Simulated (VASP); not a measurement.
# RbBr (Fm-3m) in VASP: a series of runs

Runs on RbBr. Level: PBEsol. Tasks: single point, relaxation of cell and atoms.

All numbers are computed with VASP 6.6.1; they aren't measurements. Logs are shortened: lines on timing, memory, paths and dates and some standing lists are left out, and cuts for length are marked.

**1. The cell of the first run**

The structure is cubic, space group Fm-3m (No. 225). The conventional cell has a = 6.850 Å, b = 6.850 Å, c = 6.850 Å, α = 90.00°, β = 90.00°, γ = 90.00°. Rb (site symmetry m-3m) has 6 Br at 3.42 Å within 4.5 Å. Br (site symmetry m-3m) has 6 Rb at 3.42 Å within 4.5 Å.

**2. Single point, PBEsol**

Contents of INCAR:

```
SYSTEM = RbBr
  PREC = Accurate
  ENCUT = 520
  EDIFF = 1E-6
  ISMEAR = -1
  SIGMA = 0.05
  LREAL = .False.
  LASPH = .True.
  NELM = 100
  ALGO = Normal
  ISIF = 2
  LWAVE = .False.
  LCHARG = .False.
  GGA = PS
  NBANDS = 15
```

Contents of KPOINTS:

```
Automatic mesh
0
Gamma
  7 7 7
  0 0 0
```

Contents of POSCAR:

```
RbBr
1.0
    0.0000000000      3.4248724869      3.4248724869
    3.4248724869      0.0000000000      3.4248724869
    3.4248724869      3.4248724869      0.0000000000
Rb Br
1 1
Direct
    0.0000000000      0.0000000000      0.0000000000
    0.5000000000      0.5000000000      0.5000000000
```

Potentials or basis: VASP PAW PBE potentials, release 64 (Rb_sv, Br).

Started as:

```sh
$ cat potpaw_PBE.64/Rb_sv/POTCAR potpaw_PBE.64/Br/POTCAR > POTCAR
$ mpirun -np 1 vasp_std > vasp.out
```

OUTCAR:

```text
SYSTEM = RbBr
   PREC = Accurate
   ENCUT = 520
   EDIFF = 1E-6
   ISMEAR = -1
   LREAL = .False.
   LASPH = .True.
   NELM = 100
   ISIF = 2
   GGA = PS

 ion  position               nearest neighbor table
   1  0.000  0.000  0.000-   2 3.42   2 3.42   2 3.42   2 3.42   2 3.42   2 3.42
   2  0.500  0.500  0.500-   1 3.42   1 3.42   1 3.42   1 3.42   1 3.42   1 3.42

  LATTYP: Found a face centered cubic cell.
 ALAT       =     6.8497449738

  Lattice vectors:

 A1 = (   0.0000000000,   3.4248724869,   3.4248724869)
 A2 = (   3.4248724869,   0.0000000000,   3.4248724869)
 A3 = (   3.4248724869,   3.4248724869,   0.0000000000)

Analysis of symmetry for initial positions (statically):
=====================================================================
 Subroutine PRICEL returns:
 Original cell was already a primitive cell.

 Routine SETGRP: Setting up the symmetry group for a
 face centered cubic supercell.

 Subroutine GETGRP returns: Found 48 space group operations
 (whereof 48 operations were pure point group operations)
 out of a pool of 48 trial point group operations.

The static configuration has the point symmetry O_h .

Analysis of symmetry for dynamics (positions and initial velocities):
=====================================================================
 Subroutine PRICEL returns:
 Original cell was already a primitive cell.

 Routine SETGRP: Setting up the symmetry group for a
 face centered cubic supercell.

 Subroutine GETGRP returns: Found 48 space group operations
 (whereof 48 operations were pure point group operations)
 out of a pool of 48 trial point group operations.

The dynamic configuration has the point symmetry O_h .

 Subroutine INISYM returns: Found 48 space group operations
 (whereof 48 operations are pure point group operations),
 and found     1 'primitive' translations

----------------------------------------------------------------------------------------

                                     Primitive cell

  volume of cell :      80.3458

  direct lattice vectors                    reciprocal lattice vectors
     0.000000000  3.424872487  3.424872487    -0.145990837  0.145990837  0.145990837
     3.424872487  0.000000000  3.424872487     0.145990837 -0.145990837  0.145990837
     3.424872487  3.424872487  0.000000000     0.145990837  0.145990837 -0.145990837

  length of vectors
     4.843501120  4.843501120  4.843501120     0.252863547  0.252863547  0.252863547

  position of ions in fractional coordinates (direct lattice)
     0.000000000  0.000000000  0.000000000
     0.500000000  0.500000000  0.500000000

  ion indices of the primitive-cell ions
   primitive index   ion index
                 1           1
                 2           2

----------------------------------------------------------------------------------------

 KPOINTS: Automatic mesh

Automatic generation of k-mesh.
 Grid dimensions read from file:
 generate k-points for:    7    7    7

 Generating k-lattice:

  Cartesian coordinates                     Fractional coordinates (reciprocal lattice)
    -0.020855834  0.020855834  0.020855834     0.142857143  0.000000000  0.000000000
     0.020855834 -0.020855834  0.020855834     0.000000000  0.142857143  0.000000000
     0.020855834  0.020855834 -0.020855834     0.000000000  0.000000000  0.142857143

  Length of vectors
     0.036123364  0.036123364  0.036123364

  Shift w.r.t. Gamma in fractional coordinates (k-lattice)
     0.000000000  0.000000000  0.000000000

 Subroutine IBZKPT returns following result:
 ===========================================

 Found     20 irreducible k-points:

 Following reciprocal coordinates:
            Coordinates               Weight
  0.000000  0.000000  0.000000      1.000000
  0.142857  0.000000  0.000000      8.000000
  0.285714  0.000000  0.000000      8.000000
  0.428571  0.000000  0.000000      8.000000
  0.142857  0.142857  0.000000      6.000000
  0.285714  0.142857  0.000000     24.000000
[... 12 lines left out ...]
 -0.428571  0.428571  0.142857     24.000000
 -0.285714  0.428571  0.142857     24.000000
   k-points           NKPTS =     20   k-points in BZ     NKDIM =     20   number of bands    NBANDS=     15
   number of dos      NEDOS =    301   number of ions     NIONS =      2
   total plane-waves  NPLWV =  46656
   dimension x,y,z NGX =    36 NGY =   36 NGZ =   36
   dimension x,y,z NGXF=    72 NGYF=   72 NGZF=   72
   ions per type =               1   1
   NGX,Y,Z   is equivalent  to a cutoff of  12.36, 12.36, 12.36 a.u.
   NGXF,Y,Z  is equivalent  to a cutoff of  24.71, 24.71, 24.71 a.u.
 SYSTEM =  RbBr
   PREC   = accura    normal or accurate (medium, high low for compatibility)
   ISTART =      0    job   : 0-new  1-cont  2-samecut
   ICHARG =      2    charge: 1-file 2-atom 10-const
   ISPIN  =      1    spin polarized calculation?
   LNONCOLLINEAR =      F non collinear calculations
   LSORBIT =      F    spin-orbit coupling
   LASPH  =      T    aspherical Exc in radial PAW
   ENCUT  =  520.0 eV  38.22 Ry    6.18 a.u.   9.01  9.01  9.01*2*pi/ulx,y,z
   NELM   =    100;   NELMIN=  2; NELMDL= -5     # of ELM steps
   EDIFF  = 0.1E-05   stopping-criterion for ELM
   LREAL  =      F    real-space projection
   EDIFFG = 0.1E-04   stopping-criterion for IOM
   NSW    =      0    number of steps for IOM
   IBRION =     -1    ionic relax: 0-MD 1-quasi-New 2-CG
   NFREE  =      0    steps in history (QN), initial steepest desc. (CG)
   ISIF   =      2    stress and relaxation
   ISYM   =      2    0-nonsym 1-usesym 2-fastsym
   POTIM  = 0.5000    time-step for ionic-motion
   TEBEG  =    0.0;   TEEND  =   0.0 temperature during run
   PSTRESS=    0.0 pullay stress
   NELECT =      16.0000    total number of electrons
   NUPDOWN=      -1.0000    fix difference up-down
   EMIN   =  10.00;   EMAX   =-10.00  energy-range for DOS
   EFERMI =   0.00;   METHOD = LEGACY
   ISMEAR =    -1;   SIGMA  =   0.05  broadening in eV -4-tet -1-fermi 0-gaus
   EFERMI_NEDOS =   21; number of points for ismear=-14 and -15
   IALGO  =     38    algorithm
   IMIX   =      4    mixing-type and parameters
     AMIX     =   0.40;   BMIX     =  1.00
     AMIX_MAG =   1.60;   BMIX_MAG =  1.00
  volume/ion in A,a.u.               =      40.17       271.10
  Fermi-wavevector in a.u.,A,eV,Ry     =   0.956006  1.806589 12.434999  0.913947
  Thomas-Fermi vector in A             =   2.084895
   LORBIT       =      0    0 simple, 1 ext, 2 COOP (PROOUT), +10 PAW based schemes
   GGA     = PS    functional components
   LHFCALC =     F    Hartree Fock is set to
   AEXX    =    0.0000 exact exchange contribution
   IVDW    =     0    specifies the selected vdW correction
   LEPSILON=     F    determine dielectric tensor
   LRPA    =     F    only Hartree local field effects (RPA)
 non-spin polarized calculation
  energy-cutoff  :      520.00
  volume of cell :       80.35
 maximum number of plane-waves:      2185
   NGX = 17   NGY = 17   NGZ = 17

 number of electron      15.9999999 magnetization

 Free energy of the ion-electron system (eV)
  ---------------------------------------------------
  ext. energy  EPLUGINS =         0.00000000
  ---------------------------------------------------
  free energy    TOTEN  =        -6.35539958 eV

  energy without entropy =       -6.35539958  energy(sigma->0) =       -6.35539958

 E-fermi :  -0.7866     XC(G=0):  -7.4131

 val. band max:       -1.8382316486   @ k =   0.0000   0.0000   0.0000
 cond. band min:       2.3775562680   @ k =   0.0000   0.0000   0.0000
 fundamental gap:      4.2157879166
 Fermi energy:        -0.7865566733

 k-point     1 :       0.0000    0.0000    0.0000
  band No.  band energies     occupation
      1     -26.1896      2.00000
      2     -14.0333      2.00000
      3     -10.2773      2.00000
      4     -10.2773      2.00000
      5     -10.2773      2.00000
      6      -1.8382      2.00000
      7      -1.8382      2.00000
      8      -1.8382      2.00000
      9       2.3776      0.00000
     10       5.3623      0.00000
     11       5.3623      0.00000
     12       5.3623      0.00000
     13       6.2547      0.00000
     14       6.2547      0.00000
     15       8.9705      0.00000

 k-point     2 :       0.1429    0.0000    0.0000
  band No.  band energies     occupation
      1     -26.1877      2.00000
      2     -14.0413      2.00000
      3     -10.2788      2.00000
      4     -10.2788      2.00000
      5     -10.2685      2.00000
      6      -2.0824      2.00000
      7      -1.9124      2.00000
      8      -1.9124      2.00000
      9       2.8700      0.00000
     10       5.2375      0.00000
     11       5.6068      0.00000
     12       5.6068      0.00000
     13       6.5599      0.00000
     14       6.5599      0.00000
     15       9.7414      0.00000

 k-point     3 :       0.2857    0.0000    0.0000
  band No.  band energies     occupation
      1     -26.1836      2.00000
      2     -14.0593      2.00000
      3     -10.2821      2.00000
      4     -10.2821      2.00000
      5     -10.2490      2.00000
      6      -2.5261      2.00000
      7      -2.0696      2.00000
      8      -2.0696      2.00000
      9       3.9395      0.00000
     10       5.2551      0.00000
     11       6.3023      0.00000
     12       6.3023      0.00000
     13       7.3677      0.00000
     14       7.3677      0.00000
     15      10.1510      0.00000
[... 271 lines left out ...]
 k-point    19 :      -0.4286    0.4286    0.1429
  band No.  band energies     occupation
      1     -26.1774      2.00000
      2     -14.0034      2.00000
      3     -10.4208      2.00000
      4     -10.3698      2.00000
      5     -10.2931      2.00000
      6      -2.3679      2.00000
      7      -2.1768      2.00000
      8      -2.0784      2.00000
      9       4.2314      0.00000
     10       5.4786      0.00000
     11       6.5428      0.00000
     12       7.3790      0.00000
     13       7.8367      0.00000
     14       8.7102      0.00000
     15       9.2308      0.00000

 k-point    20 :      -0.2857    0.4286    0.1429
  band No.  band energies     occupation
      1     -26.1771      2.00000
      2     -14.0115      2.00000
      3     -10.4177      2.00000
      4     -10.3763      2.00000
      5     -10.2651      2.00000
      6      -2.3931      2.00000
      7      -2.2210      2.00000
      8      -2.1606      2.00000
      9       4.8371      0.00000
     10       5.5313      0.00000
     11       6.4030      0.00000
     12       6.7570      0.00000
     13       8.5237      0.00000
     14       8.6850      0.00000
     15       9.4798      0.00000

------------------------ aborting loop because EDIFF is reached ----------------------------------------

  FORCE on cell =-STRESS in cart. coord.  units (eV):
  Direction    XX          YY          ZZ          XY          YZ          ZX
  --------------------------------------------------------------------------------------
  -------------------------------------------------------------------------------------
  Total        0.0001200      0.0001200      0.0001200      0.0000000     -0.0000000     -0.0000000
  in kB        0.0023935      0.0023935      0.0023935      0.0000000     -0.0000000     -0.0000000
  external PRESSURE =       0.0023935 kB  Pullay stress =       0.0000000 kB

 VOLUME and BASIS-vectors are now :
 -----------------------------------------------------------------------------
  energy-cutoff  :      520.00
  volume of cell :       80.35
      direct lattice vectors                 reciprocal lattice vectors
     0.000000000  3.424872487  3.424872487    -0.145990837  0.145990837  0.145990837
     3.424872487  0.000000000  3.424872487     0.145990837 -0.145990837  0.145990837
     3.424872487  3.424872487  0.000000000     0.145990837  0.145990837 -0.145990837

 POSITION                                       TOTAL-FORCE (eV/Angst)
 -----------------------------------------------------------------------------------
      0.00000      0.00000      0.00000         0.000000     -0.000000      0.000000
      3.42487      3.42487      3.42487        -0.000000      0.000000     -0.000000
 -----------------------------------------------------------------------------------
    total drift:                                0.000000      0.000000      0.000000

  FREE ENERGIE OF THE ION-ELECTRON SYSTEM (eV)
  ---------------------------------------------------
  free  energy   TOTEN  =        -6.3553995757 eV

  energy  without entropy=       -6.3553995756  energy(sigma->0) =       -6.35539958
```

Run time: 21 s. Hardware: 1 thread of Intel Xeon Platinum 8488C (Sapphire Rapids), shared host; peak memory 0.21 GiB.

What came out:

```yaml
Free_energy: -6.3554 eV
Pressure: 0.0 GPa
Band_gap_on_the_k_mesh: 4.22 eV, direct
```

Caveat: the PAW data sets were made with another functional, which shifts forces and pressure a little.

(Continued in part 2 of 2.)
